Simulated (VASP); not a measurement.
# Eu (Im-3m) in VASP: a series of runs

Runs on Eu. Level: PBEsol. Tasks: single point, relaxation of cell and atoms.

Program: VASP 6.6.1. These are calculated values, not measurements. Logs are shortened: lines on timing, memory, paths and dates and some standing lists are left out, and cuts for length are marked.

**1. The cell of the first run**

The structure is cubic, space group Im-3m (No. 229). The conventional cell has a = 4.400 Å, b = 4.400 Å, c = 4.400 Å, α = 90.00°, β = 90.00°, γ = 90.00°. Eu (site symmetry m-3m) has 14 Eu at 3.81 to 4.40 Å within 5.0 Å.

**2. Single point, PBEsol, collinear spin, ferromagnetic start (42.59 Å³/atom)**

Contents of INCAR:

```
ALGO = Normal ; EDIFF = 1E-6
ENCUT = 600 ; GGA = PS
GGA_COMPAT = False ; ISIF = 2
ISMEAR = -1 ; ISPIN = 2
LASPH = True ; LCHARG = False
LMAXMIX = 6 ; LORBIT = 11
LREAL = False ; LWAVE = False
MAGMOM = 6.97 ; NBANDS = 18
NELM = 200 ; PREC = Accurate
SIGMA = 0.05
```

Contents of KPOINTS:

```
k-points
0
Gamma
  14 14 14
```

Contents of POSCAR:

```
Eu
1.0
   -2.2000444415      2.2000444415      2.2000444415
    2.2000444415     -2.2000444415      2.2000444415
    2.2000444415      2.2000444415     -2.2000444415
Eu
1
Direct
    0.0000000000      0.0000000000      0.0000000000
```

Potentials or basis: VASP PAW PBE potentials, release 64 (Eu).

Started as:

```sh
$ cat potpaw_PBE.64/Eu/POTCAR > POTCAR
$ mpirun -np 1 vasp_std > vasp.out
```

OUTCAR:

```text
EDIFF = 1E-6
   ENCUT = 600
   GGA = PS
   ISIF = 2
   ISMEAR = -1
   ISPIN = 2
   LASPH = True
   LORBIT = 11
   LREAL = False
   NELM = 200
   PREC = Accurate

 ion  position               nearest neighbor table
   1  0.000  0.000  0.000-

  LATTYP: Found a body centered cubic cell.
 ALAT       =     4.4000888830

  Lattice vectors:

 A1 = (  -2.2000444415,   2.2000444415,   2.2000444415)
 A2 = (   2.2000444415,  -2.2000444415,   2.2000444415)
 A3 = (   2.2000444415,   2.2000444415,  -2.2000444415)

Analysis of symmetry for initial positions (statically):
=====================================================================
 Subroutine PRICEL returns:
 Original cell was already a primitive cell.

 Routine SETGRP: Setting up the symmetry group for a
 body centered cubic supercell.

 Subroutine GETGRP returns: Found 48 space group operations
 (whereof 48 operations were pure point group operations)
 out of a pool of 48 trial point group operations.

The static configuration has the point symmetry O_h .

Analysis of symmetry for dynamics (positions and initial velocities):
=====================================================================
 Subroutine PRICEL returns:
 Original cell was already a primitive cell.

 Routine SETGRP: Setting up the symmetry group for a
 body centered cubic supercell.

 Subroutine GETGRP returns: Found 48 space group operations
 (whereof 48 operations were pure point group operations)
 out of a pool of 48 trial point group operations.

The dynamic configuration has the point symmetry O_h .

Analysis of structural, dynamic, and magnetic symmetry:
=====================================================================
 Subroutine PRICEL returns:
 Original cell was already a primitive cell.

 Routine SETGRP: Setting up the symmetry group for a
 body centered cubic supercell.

 Subroutine GETGRP returns: Found 48 space group operations
 (whereof 48 operations were pure point group operations)
 out of a pool of 48 trial point group operations.

The overall configuration has the point symmetry O_h .

 Subroutine INISYM returns: Found 48 space group operations
 (whereof 48 operations are pure point group operations),
 and found     1 'primitive' translations

----------------------------------------------------------------------------------------

                                     Primitive cell

  volume of cell :      42.5946

  direct lattice vectors                    reciprocal lattice vectors
    -2.200044441  2.200044441  2.200044441     0.000000000  0.227268136  0.227268136
     2.200044441 -2.200044441  2.200044441     0.227268136  0.000000000  0.227268136
     2.200044441  2.200044441 -2.200044441     0.227268136  0.227268136  0.000000000

  length of vectors
     3.810588752  3.810588752  3.810588752     0.321405681  0.321405681  0.321405681

  position of ions in fractional coordinates (direct lattice)
     0.000000000  0.000000000  0.000000000

  ion indices of the primitive-cell ions
   primitive index   ion index
                 1           1

----------------------------------------------------------------------------------------

 KPOINTS: k-points

Automatic generation of k-mesh.
 Grid dimensions read from file:
 generate k-points for:   14   14   14

 Generating k-lattice:

  Cartesian coordinates                     Fractional coordinates (reciprocal lattice)
     0.000000000  0.016233438  0.016233438     0.071428571  0.000000000  0.000000000
     0.016233438  0.000000000  0.016233438     0.000000000  0.071428571  0.000000000
     0.016233438  0.016233438  0.000000000     0.000000000  0.000000000  0.071428571

  Length of vectors
     0.022957549  0.022957549  0.022957549

  Shift w.r.t. Gamma in fractional coordinates (k-lattice)
     0.000000000  0.000000000  0.000000000

 Subroutine IBZKPT returns following result:
 ===========================================

 Found    104 irreducible k-points:

 Following reciprocal coordinates:
            Coordinates               Weight
  0.000000  0.000000  0.000000      1.000000
  0.071429  0.000000  0.000000     12.000000
  0.142857  0.000000  0.000000     12.000000
  0.214286  0.000000  0.000000     12.000000
  0.285714  0.000000  0.000000     12.000000
  0.357143  0.000000  0.000000     12.000000
[... 16 lines left out ...]
  0.285714  0.285714  0.000000     24.000000
  0.357143  0.285714  0.000000     24.000000
 [... further k-points ...]
   k-points           NKPTS =    104   k-points in BZ     NKDIM =    104   number of bands    NBANDS=     18
   number of dos      NEDOS =    301   number of ions     NIONS =      1
   total plane-waves  NPLWV =  27000
   dimension x,y,z NGX =    30 NGY =   30 NGZ =   30
   dimension x,y,z NGXF=    60 NGYF=   60 NGZF=   60
   ions per type =               1
   NGX,Y,Z   is equivalent  to a cutoff of  13.09, 13.09, 13.09 a.u.
   NGXF,Y,Z  is equivalent  to a cutoff of  26.18, 26.18, 26.18 a.u.
 SYSTEM =  unknown system
   PREC   = accura    normal or accurate (medium, high low for compatibility)
   ISTART =      0    job   : 0-new  1-cont  2-samecut
   ICHARG =      2    charge: 1-file 2-atom 10-const
   ISPIN  =      2    spin polarized calculation?
   LNONCOLLINEAR =      F non collinear calculations
   LSORBIT =      F    spin-orbit coupling
   LASPH  =      T    aspherical Exc in radial PAW
   ENCUT  =  600.0 eV  44.10 Ry    6.64 a.u.   7.61  7.61  7.61*2*pi/ulx,y,z
   NELM   =    200;   NELMIN=  2; NELMDL= -5     # of ELM steps
   EDIFF  = 0.1E-05   stopping-criterion for ELM
   LREAL  =      F    real-space projection
   EDIFFG = 0.1E-04   stopping-criterion for IOM
   NSW    =      0    number of steps for IOM
   IBRION =     -1    ionic relax: 0-MD 1-quasi-New 2-CG
   NFREE  =      0    steps in history (QN), initial steepest desc. (CG)
   ISIF   =      2    stress and relaxation
   ISYM   =      2    0-nonsym 1-usesym 2-fastsym
   POTIM  = 0.5000    time-step for ionic-motion
   TEBEG  =    0.0;   TEEND  =   0.0 temperature during run
   PSTRESS=    0.0 pullay stress
   NELECT =      17.0000    total number of electrons
   NUPDOWN=      -1.0000    fix difference up-down
   EMIN   =  10.00;   EMAX   =-10.00  energy-range for DOS
   EFERMI =   0.00;   METHOD = LEGACY
   ISMEAR =    -1;   SIGMA  =   0.05  broadening in eV -4-tet -1-fermi 0-gaus
   EFERMI_NEDOS =   21; number of points for ismear=-14 and -15
   IALGO  =     38    algorithm
   IMIX   =      4    mixing-type and parameters
     AMIX     =   0.40;   BMIX     =  1.00
     AMIX_MAG =   1.60;   BMIX_MAG =  1.00
  volume/ion in A,a.u.               =      42.59       287.44
  Fermi-wavevector in a.u.,A,eV,Ry     =   1.205331  2.277745 19.766857  1.452823
  Thomas-Fermi vector in A             =   2.341031
   LORBIT       =     11    0 simple, 1 ext, 2 COOP (PROOUT), +10 PAW based schemes
   GGA     = PS    functional components
   LHFCALC =     F    Hartree Fock is set to
   AEXX    =    0.0000 exact exchange contribution
   IVDW    =     0    specifies the selected vdW correction
   LEPSILON=     F    determine dielectric tensor
   LRPA    =     F    only Hartree local field effects (RPA)
 spin polarized calculation
  energy-cutoff  :      600.00
  volume of cell :       42.59
 maximum number of plane-waves:      1464
   NGX = 15   NGY = 15   NGZ = 15

 number of electron      17.0000002 magnetization       7.2710969

 Free energy of the ion-electron system (eV)
  ---------------------------------------------------
  ext. energy  EPLUGINS =         0.00000000
  ---------------------------------------------------
  free energy    TOTEN  =       -11.65997118 eV

  energy without entropy =      -11.64644834  energy(sigma->0) =      -11.65320976

 E-fermi :   1.9372     XC(G=0):  -8.9038

 val. band max:        1.9341225414   @ k =   0.2857   0.2857   0.0000
 cond. band min:       1.9529472483   @ k =  -0.4286  -0.4286   0.1429
 fundamental gap:      0.0188247069
 Fermi energy:         1.9372074822

 spin component 1

 k-point     1 :       0.0000    0.0000    0.0000
  band No.  band energies     occupation
      1     -39.7155      1.00000
      2     -18.2736      1.00000
      3     -18.2736      1.00000
      4     -18.2736      1.00000
      5      -2.4395      1.00000
      6       1.4094      0.99997
[... 10 lines left out ...]
     17       5.4334      0.00000
     18      11.3653      0.00000

 k-point     2 :       0.0714    0.0000    0.0000
  band No.  band energies     occupation
      1     -39.7139      1.00000
      2     -18.2960      1.00000
      3     -18.2807      1.00000
      4     -18.2736      1.00000
      5      -2.3224      1.00000
      6       1.4082      0.99997
[... 10 lines left out ...]
     17       5.4388      0.00000
     18      11.4822      0.00000
[... 442 lines left out ...]
 k-point    24 :       0.3571    0.2857    0.0000
  band No.  band energies     occupation
      1     -39.6784      1.00000
      2     -18.6012      1.00000
      3     -18.5356      1.00000
      4     -18.3268      1.00000
      5       1.1640      1.00000
      6       1.4111      0.99997
[... 10 lines left out ...]
     17       7.2183      0.00000
     18       8.9869      0.00000

 [... further k-points ...]

 spin component 2

 k-point     1 :       0.0000    0.0000    0.0000
  band No.  band energies     occupation
      1     -36.6185      1.00000
      2     -15.9375      1.00000
      3     -15.9375      1.00000
      4     -15.9375      1.00000
      5      -1.6872      1.00000
      6       4.7079      0.00000
[... 10 lines left out ...]
     17       6.5533      0.00000
     18      12.3982      0.00000

 k-point     2 :       0.0714    0.0000    0.0000
  band No.  band energies     occupation
      1     -36.6164      1.00000
      2     -15.9662      1.00000
      3     -15.9463      1.00000
      4     -15.9377      1.00000
      5      -1.5645      1.00000
      6       4.5835      0.00000
[... 10 lines left out ...]
     17       6.6290      0.00000
     18      12.5541      0.00000
[... 442 lines left out ...]
 k-point    24 :       0.3571    0.2857    0.0000
  band No.  band energies     occupation
      1     -36.5702      1.00000
      2     -16.3494      1.00000
      3     -16.2666      1.00000
      4     -16.0044      1.00000
      5       2.1666      0.01008
      6       2.8458      0.00000
[... 10 lines left out ...]
     17       8.5670      0.00000
     18      10.3255      0.00000

 [... further k-points ...]

------------------------ aborting loop because EDIFF is reached ----------------------------------------

  FORCE on cell =-STRESS in cart. coord.  units (eV):
  Direction    XX          YY          ZZ          XY          YZ          ZX
  --------------------------------------------------------------------------------------
  -------------------------------------------------------------------------------------
  Total       -0.4322722     -0.4322722     -0.4322722      0.0000000     -0.0000000     -0.0000000
  in kB      -16.2597391    -16.2597391    -16.2597391      0.0000000     -0.0000000     -0.0000000
  external PRESSURE =     -16.2597391 kB  Pullay stress =       0.0000000 kB

 VOLUME and BASIS-vectors are now :
 -----------------------------------------------------------------------------
  energy-cutoff  :      600.00
  volume of cell :       42.59
      direct lattice vectors                 reciprocal lattice vectors
    -2.200044441  2.200044441  2.200044441     0.000000000  0.227268136  0.227268136
     2.200044441 -2.200044441  2.200044441     0.227268136  0.000000000  0.227268136
     2.200044441  2.200044441 -2.200044441     0.227268136  0.227268136  0.000000000

 POSITION                                       TOTAL-FORCE (eV/Angst)
 -----------------------------------------------------------------------------------
      0.00000      0.00000      0.00000        -0.000000      0.000000      0.000000
 -----------------------------------------------------------------------------------
    total drift:                               -0.000000     -0.000000      0.000000

  FREE ENERGIE OF THE ION-ELECTRON SYSTEM (eV)
  ---------------------------------------------------
  free  energy   TOTEN  =       -11.6599711842 eV

  energy  without entropy=      -11.6464483437  energy(sigma->0) =      -11.65320976

 total charge

# of ion       s       p       d       f       tot
--------------------------------------------------
    1        2.082   5.682   0.288   6.640  14.692

 magnetization (x)

# of ion       s       p       d       f       tot
--------------------------------------------------
    1       -0.002  -0.085   0.126   6.638   6.678
```

Run time: 6.3 min. Hardware: 1 thread of Intel Xeon 8259CL, shared host; peak memory 0.32 GiB.

Results:

| Property | Result |
| --- | --- |
| Free energy | -11.6600 eV |
| Pressure | -1.6 GPa |
| Net moment | 7.27 μB per cell |
| Site moments | Eu +6.68 μB |
| Valence electrons inside the program's atomic spheres | Eu 14.69 |

Caveat: the PAW data sets were made with another functional, which shifts forces and pressure a little; spin-orbit coupling is left out, which moves the levels of the heavy elements; semilocal functionals describe open f shells poorly, which spoils levels, moments and volumes. The state reached can hang on the start; a lower one may exist.

(Part 1 of 2 ends here.)
